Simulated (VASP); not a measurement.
# SiB5C (Cmmm) in VASP: single point with PBE

Aim: the single point of SiB5C with PBE.

Program: VASP 6.6.1. These are calculated values, not measurements. Logs are shortened: lines on timing, memory, paths and dates and some standing lists are left out, and cuts for length are marked.

## Step 1: The cell of the first run

The structure is orthorhombic, space group Cmmm (No. 65). Conventional cell: a = 3.814 Å, b = 7.562 Å, c = 3.646 Å, α = 90.00°, β = 90.00°, γ = 90.00°. Within 2.8 Å of Si (site symmetry mmm) lie 2 C at 1.91 Å and 18 B at 2.10 to 2.79 Å. B (site symmetry m2m) has 1 C at 1.68 Å and 6 B at 1.95 to 2.07 Å and 1 Si at 2.10 Å within 2.2 Å. B (site symmetry mmm) has 2 C at 1.82 Å and 8 B at 2.12 to 2.48 Å within 2.5 Å. Within 2.5 Å of B (site symmetry 2/m) lie 8 B at 1.91 to 2.12 Å. C (site symmetry mmm) has 4 B at 1.68 to 1.82 Å and 2 Si at 1.91 Å within 2.2 Å.

The cell was built from a structure type or drawn by symmetry, and may not be a known phase.

## Step 2: Single point, PBE

INCAR reads:

```
  PREC = Accurate
  ENCUT = 600
  EDIFF = 1E-6
  ISMEAR = 0
  SIGMA = 0.2
  LREAL = F
  LASPH = T
  NELM = 120
  ALGO = Normal
  ISIF = 2
  LWAVE = F
  LCHARG = F
  GGA = PE
  NBANDS = 20
  GGA_COMPAT = F
```

KPOINTS reads:

```
regular mesh
0
Gamma
  4 4 5
```

POSCAR reads:

```
SiB5C
1.0
    1.9071568970     -3.7807720116      0.0000000000
    1.9071568970      3.7807720116      0.0000000000
    0.0000000000      0.0000000000      3.6463387676
Si B C
1 5 1
Direct
    0.0000000000      0.0000000000      0.0000000000
    0.7218786701      0.2781213299      0.0000000000
    0.2781213299      0.7218786701      0.0000000000
    0.5000000000      0.5000000000      0.5000000000
    0.5000000000      0.0000000000      0.5000000000
    0.0000000000      0.5000000000      0.5000000000
    0.5000000000      0.5000000000      0.0000000000
```

Potentials or basis: VASP PAW PBE potentials, release 64 (Si, B, C).

On the command line:

```sh
$ cat potpaw_PBE.64/Si/POTCAR potpaw_PBE.64/B/POTCAR potpaw_PBE.64/C/POTCAR > POTCAR
$ mpirun -np 1 vasp_std > vasp.out
```

OUTCAR:

```text
PREC = Accurate
   ENCUT = 600
   EDIFF = 1E-6
   ISMEAR = 0
   LREAL = F
   LASPH = T
   NELM = 120
   ISIF = 2
   GGA = PE

 ion  position               nearest neighbor table
   1  0.000  0.000  0.000-   7 1.91   7 1.91   2 2.10   3 2.10   2 2.54   2 2.54   3 2.54   3 2.54
                             4 2.64   4 2.64   4 2.64   4 2.64
   2  0.722  0.278  0.000-   7 1.68   3 1.95   3 1.95   5 2.07   5 2.07   6 2.07   6 2.07   1 2.10
                             1 2.54   1 2.54
   3  0.278  0.722  0.000-   7 1.68   2 1.95   2 1.95   5 2.07   5 2.07   6 2.07   6 2.07   1 2.10
                             1 2.54   1 2.54
   4  0.500  0.500  0.500-   7 1.82   7 1.82   5 2.12   6 2.12   5 2.12   6 2.12   1 2.64   1 2.64
                             1 2.64   1 2.64
   5  0.500  0.000  0.500-   6 1.91   6 1.91   2 2.07   2 2.07   3 2.07   3 2.07   4 2.12   4 2.12

   6  0.000  0.500  0.500-   5 1.91   5 1.91   2 2.07   2 2.07   3 2.07   3 2.07   4 2.12   4 2.12

   7  0.500  0.500  0.000-   2 1.68   3 1.68   4 1.82   4 1.82   1 1.91   1 1.91

  LATTYP: Found a base centered orthorhombic cell.
 ALAT       =     3.8143137940
 B/A-ratio  =     1.9824126780
 C/A-ratio  =     0.9559619278

  Lattice vectors:

 A1 = (   1.9071568970,  -3.7807720116,   0.0000000000)
 A2 = (   1.9071568970,   3.7807720116,   0.0000000000)
 A3 = (   0.0000000000,   0.0000000000,   3.6463387676)

Analysis of symmetry for initial positions (statically):
=====================================================================
 Subroutine PRICEL returns:
 Original cell was already a primitive cell.

 Routine SETGRP: Setting up the symmetry group for a
 base centered orthorhombic supercell.

 Subroutine GETGRP returns: Found  8 space group operations
 (whereof  8 operations were pure point group operations)
 out of a pool of  8 trial point group operations.

The static configuration has the point symmetry D_2h.

Analysis of symmetry for dynamics (positions and initial velocities):
=====================================================================
 Subroutine PRICEL returns:
 Original cell was already a primitive cell.

 Routine SETGRP: Setting up the symmetry group for a
 base centered orthorhombic supercell.

 Subroutine GETGRP returns: Found  8 space group operations
 (whereof  8 operations were pure point group operations)
 out of a pool of  8 trial point group operations.

The dynamic configuration has the point symmetry D_2h.

 Subroutine INISYM returns: Found  8 space group operations
 (whereof  8 operations are pure point group operations),
 and found     1 'primitive' translations

----------------------------------------------------------------------------------------

                                     Primitive cell

  volume of cell :      52.5840

  direct lattice vectors                    reciprocal lattice vectors
     1.907156897 -3.780772012  0.000000000     0.262170355 -0.132248122  0.000000000
     1.907156897  3.780772012  0.000000000     0.262170355  0.132248122  0.000000000
     0.000000000  0.000000000  3.646338768     0.000000000  0.000000000  0.274247694

  length of vectors
     4.234558352  4.234558352  3.646338768     0.293637295  0.293637295  0.274247694

  position of ions in fractional coordinates (direct lattice)
     0.000000000  0.000000000  0.000000000
     0.721878670  0.278121330  0.000000000
     0.278121330  0.721878670  0.000000000
     0.500000000  0.500000000  0.500000000
     0.500000000  0.000000000  0.500000000
     0.000000000  0.500000000  0.500000000
     0.500000000  0.500000000  0.000000000

  ion indices of the primitive-cell ions
   primitive index   ion index
                 1           1
                 2           2
                 3           3
                 4           4
                 5           5
                 6           6
                 7           7

----------------------------------------------------------------------------------------

 KPOINTS: regular mesh

Automatic generation of k-mesh.
 Grid dimensions read from file:
 generate k-points for:    4    4    5

 Generating k-lattice:

  Cartesian coordinates                     Fractional coordinates (reciprocal lattice)
     0.065542589 -0.033062031  0.000000000     0.250000000  0.000000000  0.000000000
     0.065542589  0.033062031  0.000000000     0.000000000  0.250000000  0.000000000
     0.000000000  0.000000000  0.054849539     0.000000000  0.000000000  0.200000000

  Length of vectors
     0.073409324  0.073409324  0.054849539

  Shift w.r.t. Gamma in fractional coordinates (k-lattice)
     0.000000000  0.000000000  0.000000000

 Subroutine IBZKPT returns following result:
 ===========================================

 Found     21 irreducible k-points:

 Following reciprocal coordinates:
            Coordinates               Weight
  0.000000  0.000000  0.000000      1.000000
  0.250000  0.000000  0.000000      4.000000
  0.500000  0.000000  0.000000      2.000000
  0.250000  0.250000  0.000000      2.000000
  0.500000  0.250000  0.000000      4.000000
 -0.250000  0.250000  0.000000      2.000000
[... 13 lines left out ...]
 -0.250000  0.250000  0.400000      4.000000
  0.500000  0.500000  0.400000      2.000000
   k-points           NKPTS =     21   k-points in BZ     NKDIM =     21   number of bands    NBANDS=     20
   number of dos      NEDOS =    301   number of ions     NIONS =      7
   total plane-waves  NPLWV =  38880
   dimension x,y,z NGX =    36 NGY =   36 NGZ =   30
   dimension x,y,z NGXF=    72 NGYF=   72 NGZF=   60
   ions per type =               1   5   1
   NGX,Y,Z   is equivalent  to a cutoff of  14.13, 14.13, 13.68 a.u.
   NGXF,Y,Z  is equivalent  to a cutoff of  28.27, 28.27, 27.36 a.u.
 SYSTEM =  unknown system
   PREC   = accura    normal or accurate (medium, high low for compatibility)
   ISTART =      0    job   : 0-new  1-cont  2-samecut
   ICHARG =      2    charge: 1-file 2-atom 10-const
   ISPIN  =      1    spin polarized calculation?
   LNONCOLLINEAR =      F non collinear calculations
   LSORBIT =      F    spin-orbit coupling
   LASPH  =      T    aspherical Exc in radial PAW
   ENCUT  =  600.0 eV  44.10 Ry    6.64 a.u.   8.46  8.46  7.28*2*pi/ulx,y,z
   NELM   =    120;   NELMIN=  2; NELMDL= -5     # of ELM steps
   EDIFF  = 0.1E-05   stopping-criterion for ELM
   LREAL  =      F    real-space projection
   EDIFFG = 0.1E-04   stopping-criterion for IOM
   NSW    =      0    number of steps for IOM
   IBRION =     -1    ionic relax: 0-MD 1-quasi-New 2-CG
   NFREE  =      0    steps in history (QN), initial steepest desc. (CG)
   ISIF   =      2    stress and relaxation
   ISYM   =      2    0-nonsym 1-usesym 2-fastsym
   POTIM  = 0.5000    time-step for ionic-motion
   TEBEG  =    0.0;   TEEND  =   0.0 temperature during run
   PSTRESS=    0.0 pullay stress
   NELECT =      23.0000    total number of electrons
   NUPDOWN=      -1.0000    fix difference up-down
   EMIN   =  10.00;   EMAX   =-10.00  energy-range for DOS
   EFERMI =   0.00;   METHOD = LEGACY
   ISMEAR =     0;   SIGMA  =   0.20  broadening in eV -4-tet -1-fermi 0-gaus
   EFERMI_NEDOS =   21; number of points for ismear=-14 and -15
   IALGO  =     38    algorithm
   IMIX   =      4    mixing-type and parameters
     AMIX     =   0.40;   BMIX     =  1.00
     AMIX_MAG =   1.60;   BMIX_MAG =  1.00
  volume/ion in A,a.u.               =       7.51        50.69
  Fermi-wavevector in a.u.,A,eV,Ry     =   1.242700  2.348362 21.011506  1.544302
  Thomas-Fermi vector in A             =   2.377043
   LORBIT       =      0    0 simple, 1 ext, 2 COOP (PROOUT), +10 PAW based schemes
   GGA     = PE    functional components
   LHFCALC =     F    Hartree Fock is set to
   AEXX    =    0.0000 exact exchange contribution
   IVDW    =     0    specifies the selected vdW correction
   LEPSILON=     F    determine dielectric tensor
   LRPA    =     F    only Hartree local field effects (RPA)
 non-spin polarized calculation
 Gauss-broadening in eV      SIGMA  =   0.20
  energy-cutoff  :      600.00
  volume of cell :       52.58
 maximum number of plane-waves:      1775
 NGX is ok and might be reduce to    36
   NGX = 17   NGY = 17   NGZ = 15

 number of electron      23.0000000 magnetization

 Free energy of the ion-electron system (eV)
  ---------------------------------------------------
  ext. energy  EPLUGINS =         0.00000000
  ---------------------------------------------------
  free energy    TOTEN  =       -39.70899097 eV

  energy without entropy =      -39.67756566  energy(sigma->0) =      -39.69327831

 E-fermi :   9.4037     XC(G=0): -12.2540

 val. band max:        9.3484403093   @ k =   0.5000   0.2500   0.2000
 cond. band min:       9.4574155479   @ k =   0.5000   0.0000   0.0000
 fundamental gap:      0.1089752386
 Fermi energy:         9.4037494961

 k-point     1 :       0.0000    0.0000    0.0000
  band No.  band energies     occupation
      1      -8.6013      2.00000
      2      -0.9522      2.00000
      3      -0.7598      2.00000
      4       0.1384      2.00000
      5       1.6809      2.00000
      6       2.2482      2.00000
[... 12 lines left out ...]
     19      15.9400      0.00000
     20      17.3503      0.00000

 k-point     2 :       0.2500    0.0000    0.0000
  band No.  band energies     occupation
      1      -8.0070      2.00000
      2      -2.8676      2.00000
      3      -0.8321      2.00000
      4      -0.5154      2.00000
      5       0.7210      2.00000
      6       2.1815      2.00000
[... 12 lines left out ...]
     19      16.3881      0.00000
     20      17.7260      0.00000
[... 396 lines left out ...]
      3      -2.5183      2.00000
      4       0.2876      2.00000
      5       1.0597      2.00000
      6       2.7758      2.00000
[... 12 lines left out ...]
     19      16.5566      0.00000
     20      17.2607      0.00000

 k-point    21 :       0.5000    0.5000    0.4000
  band No.  band energies     occupation
      1      -6.3704      2.00000
      2      -4.4689      2.00000
      3      -2.4004      2.00000
      4      -1.7818      2.00000
      5       0.4987      2.00000
      6       2.4156      2.00000
[... 12 lines left out ...]
     19      15.2578      0.00000
     20      15.2872      0.00000

------------------------ aborting loop because EDIFF is reached ----------------------------------------

  FORCE on cell =-STRESS in cart. coord.  units (eV):
  Direction    XX          YY          ZZ          XY          YZ          ZX
  --------------------------------------------------------------------------------------
  -------------------------------------------------------------------------------------
  Total       -0.1035609     -0.1969470     -0.1921407      0.0000000      0.0000000      0.0000000
  in kB       -3.1553864     -6.0007575     -5.8543138      0.0000000      0.0000000      0.0000000
  external PRESSURE =      -5.0034859 kB  Pullay stress =       0.0000000 kB

 VOLUME and BASIS-vectors are now :
 -----------------------------------------------------------------------------
  energy-cutoff  :      600.00
  volume of cell :       52.58
      direct lattice vectors                 reciprocal lattice vectors
     1.907156897 -3.780772012  0.000000000     0.262170355 -0.132248122  0.000000000
     1.907156897  3.780772012  0.000000000     0.262170355  0.132248122  0.000000000
     0.000000000  0.000000000  3.646338768     0.000000000  0.000000000  0.274247694

 POSITION                                       TOTAL-FORCE (eV/Angst)
 -----------------------------------------------------------------------------------
      0.00000      0.00000      0.00000        -0.000000     -0.000000      0.000000
      1.90716     -1.67775      0.00000        -0.000000      0.047463      0.000000
      1.90716      1.67775      0.00000        -0.000000     -0.047463      0.000000
      1.90716      0.00000      1.82317        -0.000000     -0.000000      0.000000
      0.95358     -1.89039      1.82317        -0.000000     -0.000000      0.000000
      0.95358      1.89039      1.82317        -0.000000     -0.000000      0.000000
      1.90716      0.00000      0.00000         0.000000     -0.000000      0.000000
 -----------------------------------------------------------------------------------
    total drift:                                0.000000      0.000000     -0.000000

  FREE ENERGIE OF THE ION-ELECTRON SYSTEM (eV)
  ---------------------------------------------------
  free  energy   TOTEN  =       -39.7089909667 eV

  energy  without entropy=      -39.6775656591  energy(sigma->0) =      -39.69327831
```

Run time: 41 s. Hardware: 1 thread of Intel Xeon 8259CL, shared host; peak memory 0.19 GiB.

What came out:

| Item | Value |
| --- | --- |
| Free energy | -39.7090 eV |
| Pressure | -0.5 GPa |
| Largest force | 0.047 eV/Å |
| Band gap on the k mesh | zero (an odd number of electrons rules out a gap without spin polarisation) |

Forces on the atoms (eV/Å):
```
Si   0.000  0.000  0.000
B    0.000  0.047  0.000
B    0.000 -0.047  0.000
B    0.000  0.000  0.000
B    0.000  0.000  0.000
B    0.000  0.000  0.000
C    0.000  0.000  0.000
```

Levels at points of the mesh, in eV from the Fermi level:
| k point | band 7 | band 8 | band 9 | band 10 | band 11 | band 12 | band 13 | band 14 | band 15 | band 16 |
| --- | --- | --- | --- | --- | --- | --- | --- | --- | --- | --- |
| (0.00, 0.00, 0.00) | -6.88 | -6.22 | -3.91 | -3.51 | -2.40 | 0.61 | 1.24 | 1.80 | 2.46 | 2.52 |
| (0.50, 0.00, 0.00) | -5.23 | -5.04 | -3.08 | -2.83 | -1.74 | -0.89 | 0.05 | 1.45 | 1.69 | 3.57 |
| (0.50, 0.50, 0.00) | -5.59 | -5.47 | -3.70 | -2.62 | -1.39 | 0.43 | 1.25 | 1.81 | 1.83 | 2.29 |

Caveat: the k points lie up to 0.46 Å⁻¹ apart, too coarse for converged energies and pressures of a metal.
